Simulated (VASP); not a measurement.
# TiO2 (Imma) in VASP: relaxation of the atoms with PBE

Aim: the relaxation of the atoms of TiO2 with PBE.

Everything below comes from runs of VASP 6.6.1. Logs are shortened: lines on timing, memory, paths and dates and some standing lists are left out, and cuts for length are marked.

## 1. The cell of the first run

Symmetry: Imma, No. 74, orthorhombic system. Conventional cell: a = 3.803 Å, b = 3.814 Å, c = 9.467 Å, α = 90.00°, β = 90.00°, γ = 90.00°. Ti (site symmetry mm2) has 6 O at 1.94 to 1.97 Å within 2.6 Å. Within 2.6 Å of O (site symmetry mm2) lie 3 Ti at 1.94 to 1.97 Å and 2 O at 2.47 Å. O (site symmetry mm2) has 3 Ti at 1.95 to 1.97 Å and 2 O at 2.47 Å within 2.6 Å.

## 2. Relaxation of the atoms, PBE

Input file INCAR:

```
SYSTEM = TiO2
ALGO = Normal
EDIFF = 1E-6
EDIFFG = -0.002
ENCUT = 520
GGA = PE
IBRION = 2
ISIF = 2
ISMEAR = 0
LASPH = .True.
LCHARG = .False.
LREAL = .False.
LWAVE = .False.
NELM = 60
NSW = 80
PREC = Accurate
SIGMA = 0.01
```

Input file KPOINTS:

```
k-points
0
Gamma
  7 7 7
  0 0 0
```

Input file POSCAR:

```
TiO2
1.0
   -1.9072370000      1.9015600000      4.7335140000
    1.9072370000     -1.9015600000      4.7335140000
    1.9072370000      1.9015600000     -4.7335140000
Ti O
2 4
Direct
    0.0000000000      0.0000000000      0.0000000000
    0.7500000000      0.2500000000      0.5000000000
    0.2081000000      0.2081000000      0.0000000000
    0.9581000000      0.4581000000      0.5000000000
    0.5419000000      0.0419000000      0.5000000000
    0.7919000000      0.7919000000      0.0000000000
```

Potentials or basis: VASP PAW PBE potentials, release 64 (Ti_sv, O).

Launch:

```
> cat potpaw_PBE.64/Ti_sv/POTCAR potpaw_PBE.64/O/POTCAR > POTCAR
> mpirun -np 1 vasp_std > vasp.out
```

OUTCAR:

```text
SYSTEM = TiO2
   EDIFF = 1E-6
   EDIFFG = -0.002
   ENCUT = 520
   GGA = PE
   IBRION = 2
   ISIF = 2
   ISMEAR = 0
   LASPH = .True.
   LREAL = .False.
   NELM = 60
   NSW = 80
   PREC = Accurate

 ion  position               nearest neighbor table
   1  0.000  0.000  0.000-   5 1.94   5 1.94   4 1.95   4 1.95   3 1.97   6 1.97
   2  0.750  0.250  0.500-   3 1.94   3 1.94   6 1.95   6 1.95   4 1.97   5 1.97
   3  0.208  0.208  0.000-   2 1.94   2 1.94   1 1.97
   4  0.958  0.458  0.500-   1 1.95   1 1.95   2 1.97
   5  0.542  0.042  0.500-   1 1.94   1 1.94   2 1.97
   6  0.792  0.792  0.000-   2 1.95   2 1.95   1 1.97

  LATTYP: Found a body centered orthorhombic cell.
 ALAT       =     3.8031200000
 B/A-ratio  =     1.0029854435
 C/A-ratio  =     2.4892793286

  Lattice vectors:

 A1 = (  -1.9072370000,  -1.9015600000,   4.7335140000)
 A2 = (   1.9072370000,   1.9015600000,   4.7335140000)
 A3 = (  -1.9072370000,   1.9015600000,  -4.7335140000)

Analysis of symmetry for initial positions (statically):
=====================================================================
 Subroutine PRICEL returns:
 Original cell was already a primitive cell.

 Routine SETGRP: Setting up the symmetry group for a
 body centered orthorhombic supercell.

 Subroutine GETGRP returns: Found  8 space group operations
 (whereof  4 operations were pure point group operations)
 out of a pool of  8 trial point group operations.

The static configuration has the point symmetry C_2v.
 The point group associated with its full space group is D_2h.

Analysis of symmetry for dynamics (positions and initial velocities):
=====================================================================
 Subroutine PRICEL returns:
 Original cell was already a primitive cell.

 Routine SETGRP: Setting up the symmetry group for a
 body centered orthorhombic supercell.

 Subroutine GETGRP returns: Found  8 space group operations
 (whereof  4 operations were pure point group operations)
 out of a pool of  8 trial point group operations.

The dynamic configuration has the point symmetry C_2v.
 The point group associated with its full space group is D_2h.

 Subroutine INISYM returns: Found  8 space group operations
 (whereof  4 operations are pure point group operations),
 and found     1 'primitive' translations

----------------------------------------------------------------------------------------

                                     Primitive cell

  volume of cell :      68.6686

  direct lattice vectors                    reciprocal lattice vectors
    -1.907237000  1.901560000  4.733514000     0.000000000  0.262942006  0.105629771
     1.907237000 -1.901560000  4.733514000     0.262159344  0.000000000  0.105629771
     1.907237000  1.901560000 -4.733514000     0.262159344  0.262942006  0.000000000

  length of vectors
     5.446066305  5.446066305  5.446066305     0.283365747  0.282639647  0.371303137

  position of ions in fractional coordinates (direct lattice)
     0.000000000  0.000000000  0.000000000
     0.750000000  0.250000000  0.500000000
     0.208100000  0.208100000  0.000000000
     0.958100000  0.458100000  0.500000000
     0.541900000  0.041900000  0.500000000
     0.791900000  0.791900000  0.000000000

  ion indices of the primitive-cell ions
   primitive index   ion index
                 1           1
                 2           2
                 3           3
                 4           4
                 5           5
                 6           6

----------------------------------------------------------------------------------------

 KPOINTS: k-points

Automatic generation of k-mesh.
 Grid dimensions read from file:
 generate k-points for:    7    7    7

 Generating k-lattice:

  Cartesian coordinates                     Fractional coordinates (reciprocal lattice)
     0.000000000  0.037563144  0.015089967     0.142857143  0.000000000  0.000000000
     0.037451335  0.000000000  0.015089967     0.000000000  0.142857143  0.000000000
     0.037451335  0.037563144  0.000000000     0.000000000  0.000000000  0.142857143

  Length of vectors
     0.040480821  0.040377092  0.053043305

  Shift w.r.t. Gamma in fractional coordinates (k-lattice)
     0.000000000  0.000000000  0.000000000

 Subroutine IBZKPT returns following result:
 ===========================================

 Found     64 irreducible k-points:

 Following reciprocal coordinates:
            Coordinates               Weight
  0.000000  0.000000  0.000000      1.000000
  0.142857 -0.000000  0.000000      4.000000
  0.285714 -0.000000  0.000000      4.000000
  0.428571  0.000000  0.000000      4.000000
  0.000000  0.142857 -0.000000      4.000000
  0.142857  0.142857 -0.000000      8.000000
[... 16 lines left out ...]
 -0.428571  0.428571 -0.000000      4.000000
 -0.285714  0.428571 -0.000000      8.000000
 [... further k-points ...]
   k-points           NKPTS =     64   k-points in BZ     NKDIM =     64   number of bands    NBANDS=     28
   number of dos      NEDOS =    301   number of ions     NIONS =      6
   total plane-waves  NPLWV =  74088
   dimension x,y,z NGX =    42 NGY =   42 NGZ =   42
   dimension x,y,z NGXF=    84 NGYF=   84 NGZF=   84
   ions per type =               2   4
   NGX,Y,Z   is equivalent  to a cutoff of  12.82, 12.82, 12.82 a.u.
   NGXF,Y,Z  is equivalent  to a cutoff of  25.64, 25.64, 25.64 a.u.
 SYSTEM =  TiO2
   PREC   = accura    normal or accurate (medium, high low for compatibility)
   ISTART =      0    job   : 0-new  1-cont  2-samecut
   ICHARG =      2    charge: 1-file 2-atom 10-const
   ISPIN  =      1    spin polarized calculation?
   LNONCOLLINEAR =      F non collinear calculations
   LSORBIT =      F    spin-orbit coupling
   LASPH  =      T    aspherical Exc in radial PAW
   ENCUT  =  520.0 eV  38.22 Ry    6.18 a.u.  10.13 10.13 10.13*2*pi/ulx,y,z
   NELM   =     60;   NELMIN=  2; NELMDL= -5     # of ELM steps
   EDIFF  = 0.1E-05   stopping-criterion for ELM
   LREAL  =      F    real-space projection
   EDIFFG = -.2E-02   stopping-criterion for IOM
   NSW    =     80    number of steps for IOM
   IBRION =      2    ionic relax: 0-MD 1-quasi-New 2-CG
   NFREE  =      1    steps in history (QN), initial steepest desc. (CG)
   ISIF   =      2    stress and relaxation
   ISYM   =      2    0-nonsym 1-usesym 2-fastsym
   POTIM  = 0.5000    time-step for ionic-motion
   TEBEG  =    0.0;   TEEND  =   0.0 temperature during run
   PSTRESS=    0.0 pullay stress
   NELECT =      48.0000    total number of electrons
   NUPDOWN=      -1.0000    fix difference up-down
   EMIN   =  10.00;   EMAX   =-10.00  energy-range for DOS
   EFERMI =   0.00;   METHOD = LEGACY
   ISMEAR =     0;   SIGMA  =   0.01  broadening in eV -4-tet -1-fermi 0-gaus
   EFERMI_NEDOS =   21; number of points for ismear=-14 and -15
   IALGO  =     38    algorithm
   IMIX   =      4    mixing-type and parameters
     AMIX     =   0.40;   BMIX     =  1.00
     AMIX_MAG =   1.60;   BMIX_MAG =  1.00
  volume/ion in A,a.u.               =      11.44        77.23
  Fermi-wavevector in a.u.,A,eV,Ry     =   1.452900  2.745583 28.720798  2.110919
  Thomas-Fermi vector in A             =   2.570229
   LORBIT       =      0    0 simple, 1 ext, 2 COOP (PROOUT), +10 PAW based schemes
   GGA     = PE    functional components
   LHFCALC =     F    Hartree Fock is set to
   AEXX    =    0.0000 exact exchange contribution
   IVDW    =     0    specifies the selected vdW correction
   LEPSILON=     F    determine dielectric tensor
   LRPA    =     F    only Hartree local field effects (RPA)
 conjugate gradient relaxation of ions
 non-spin polarized calculation
 Gauss-broadening in eV      SIGMA  =   0.01
  energy-cutoff  :      520.00
  volume of cell :       68.67
 maximum number of plane-waves:      1865
 NGX is ok and might be reduce to    42
   NGX = 21   NGY = 21   NGZ = 21

--------------------------------------- Ionic step        1  -------------------------------------------

 number of electron      47.9999989 magnetization

 Free energy of the ion-electron system (eV)
  ---------------------------------------------------
  ext. energy  EPLUGINS =         0.00000000
  ---------------------------------------------------
  free energy    TOTEN  =       -53.83411259 eV

  energy without entropy =      -53.83411259  energy(sigma->0) =      -53.83411259

------------------------ aborting loop because EDIFF is reached ----------------------------------------

  FORCE on cell =-STRESS in cart. coord.  units (eV):
  Direction    XX          YY          ZZ          XY          YZ          ZX
  --------------------------------------------------------------------------------------
  -------------------------------------------------------------------------------------
  Total        0.9553547      1.4994145      3.0284837      0.0000000      0.0000000      0.0000000
  in kB       22.2903499     34.9843595     70.6606238      0.0000000      0.0000000      0.0000000
  external PRESSURE =      42.6451111 kB  Pullay stress =       0.0000000 kB
[... 225 lines left out ...]
  energy  without entropy=      -53.8408801274  energy(sigma->0) =      -53.84088013

--------------------------------------- Ionic step        7  -------------------------------------------

 number of electron      47.9999994 magnetization

 Free energy of the ion-electron system (eV)
  ---------------------------------------------------
  ext. energy  EPLUGINS =         0.00000000
  ---------------------------------------------------
  free energy    TOTEN  =       -53.84088185 eV

  energy without entropy =      -53.84088185  energy(sigma->0) =      -53.84088185

 E-fermi :   3.4555     XC(G=0): -10.7036

 val. band max:        3.3551488929   @ k =  -0.4286   0.4286  -0.0000
 cond. band min:       5.3748189173   @ k =   0.0000   0.0000   0.0000
 fundamental gap:      2.0196700243
 Fermi energy:         3.4554901750

 k-point     1 :       0.0000    0.0000    0.0000
  band No.  band energies     occupation
      1     -53.1215      2.00000
      2     -53.0614      2.00000
      3     -29.5738      2.00000
      4     -29.3429      2.00000
      5     -29.3404      2.00000
      6     -29.2695      2.00000
[... 733 lines left out ...]
     27       6.8519      0.00000
     28       7.0891      0.00000

 [... further k-points ...]

------------------------ aborting loop because EDIFF is reached ----------------------------------------

  FORCE on cell =-STRESS in cart. coord.  units (eV):
  Direction    XX          YY          ZZ          XY          YZ          ZX
  --------------------------------------------------------------------------------------
  -------------------------------------------------------------------------------------
  Total        1.0910525      1.3518721      1.8777334      0.0000000      0.0000000      0.0000000
  in kB       25.4564529     31.5418979     43.8113026      0.0000000      0.0000000      0.0000000
  external PRESSURE =      33.6032178 kB  Pullay stress =       0.0000000 kB
[... 21 lines left out ...]
  FREE ENERGIE OF THE ION-ELECTRON SYSTEM (eV)
  ---------------------------------------------------
  free  energy   TOTEN  =       -53.8408818491 eV

  energy  without entropy=      -53.8408818491  energy(sigma->0) =      -53.84088185

 reached required accuracy - stopping structural energy minimisation
```

Run time: 9.2 min. Hardware: 1 thread of Intel Xeon Platinum 8488C (Sapphire Rapids), shared host; peak memory 0.32 GiB.

Results:

```
Free energy               : -53.8409 eV
Energy gained by relaxing : 1.1 meV/atom
Ionic steps               : 7
Pressure after relaxing   : 3.4 GPa
Band gap on the k mesh    : 2.02 eV (least direct gap 2.40 eV)
```

Step by step:
```csv
step,energy change (eV),largest force (eV/Å),pressure (GPa)
1,0.0000,0.2299,4.26
2,-0.0064,0.0539,3.57
3,-0.0067,0.0397,3.39
4,-0.0067,0.0425,3.38
5,-0.0068,0.0090,3.35
6,-0.0068,0.0036,3.35
7,-0.0068,0.0012,3.36
```

Final structure:
```cif
data_structure
_symmetry_space_group_name_H-M 'P 1'
_symmetry_Int_Tables_number 1
_cell_length_a 5.4461
_cell_length_b 5.4461
_cell_length_c 5.4461
_cell_angle_alpha 139.000
_cell_angle_beta 139.128
_cell_angle_gamma 59.277
_cell_volume 68.67
loop_
_atom_site_label
_atom_site_type_symbol
_atom_site_fract_x
_atom_site_fract_y
_atom_site_fract_z
_atom_site_occupancy
Ti1 Ti 0.99969 0.99969 0.00000 1
Ti2 Ti 0.75031 0.25031 0.50000 1
O1 O 0.20965 0.20965 0.00000 1
O2 O 0.95963 0.45963 0.50000 1
O3 O 0.54035 0.04035 0.50000 1
O4 O 0.79037 0.79037 0.00000 1
```

Levels at points of the mesh, in eV from the valence-band top:
```csv
k point,band 21,band 22,band 23,band 24,band 25,band 26,band 27,band 28
"(0.00, 0.00, 0.00)",-0.77,-0.76,-0.50,-0.50,2.02,2.77,3.78,3.83
```

A k mesh can miss the band edges.
